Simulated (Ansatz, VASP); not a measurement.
Two plane-wave programs on Na

File INCAR:

```
SYSTEM = Na
ALGO     = Normal         ! electronic algorithm
EDIFF    = 1E-7           ! SCF threshold, eV
ENCUT    = 520            ! plane-wave cutoff, eV
GGA      = PE             ! functional
ISIF     = 2              ! what is computed and relaxed
ISMEAR   = -1             ! smearing method
LASPH    = .True.         ! aspherical terms in the spheres
LCHARG   = .True.         ! write CHGCAR
LELF     = .True.         ! ELF
LREAL    = .False.        ! projectors in reciprocal space
LVHAR    = .True.       
LWAVE    = .False.        ! write WAVECAR
NBANDS   = 10             ! bands
NELM     = 100            ! most SCF steps
PREC     = Accurate       ! precision mode
SIGMA    = 0.1            ! smearing width, eV
```

Contents of KPOINTS:

```
k-points
0
Gamma
  4 4 4
  0 0 0
```

Contents of POSCAR:

```
Na
1.0
   -2.0985562613      2.0985562613      2.0985562613
    2.0985562613     -2.0985562613      2.0985562613
    2.0985562613      2.0985562613     -2.0985562613
Na
1
Direct
    0.0000000000      0.0000000000      0.0000000000
```

Input for Ansatz:

```yaml
crystal:
  lattice:
    - [-2.0985562613, 2.0985562613, 2.0985562613]
    - [2.0985562613, -2.0985562613, 2.0985562613]
    - [2.0985562613, 2.0985562613, -2.0985562613]
  atoms:
    - { symbol: Na, position: [0.0, 0.0, 0.0] }
hamiltonian:
  xc: pbe
  pseudopotentials:
    kind: paw
    azcp:
      Na: "pseudopotentials/Na.paw.azcp"
basis:
  ecutwfc: 420
  fft_grid_basis: typed
kpoints:
  mp_grid: { grid: [4, 4, 4], shift: [0, 0, 0] }
magnetization:
  spin_polarized: false
scf:
  occupations: { method: fermi_dirac, width: 0.1 }
  lower_state_search: "off"
output:
  stress: true
```

Alike in both runs: task single point; functional PBE; k mesh 4 × 4 × 4; occupations fermi-dirac, width 0.1 eV; no spin polarisation.

|  | VASP | Ansatz |
| --- | --- | --- |
| version | VASP 6.6.1 | Ansatz 0.2.0 |
| potentials or method | VASP PAW PBE potentials, release 64 (Na_pv), cutoff 520 eV | plane waves (420 eV) with PAW, scalar-relativistic |
| valence electrons in the cell | 7 | 9 |

```csv
,VASP,Ansatz,Ansatz less VASP
pressure (GPa),0.3,0.3,0.00
```

With one functional, cell and mesh, what is left measures potentials, basis and numerics. VASP's potentials hold 7 valence electrons a cell and Ansatz's 9, so a difference there can come from the potentials and not from the codes.

The k mesh is coarse, so the values compare programs but aren't converged.
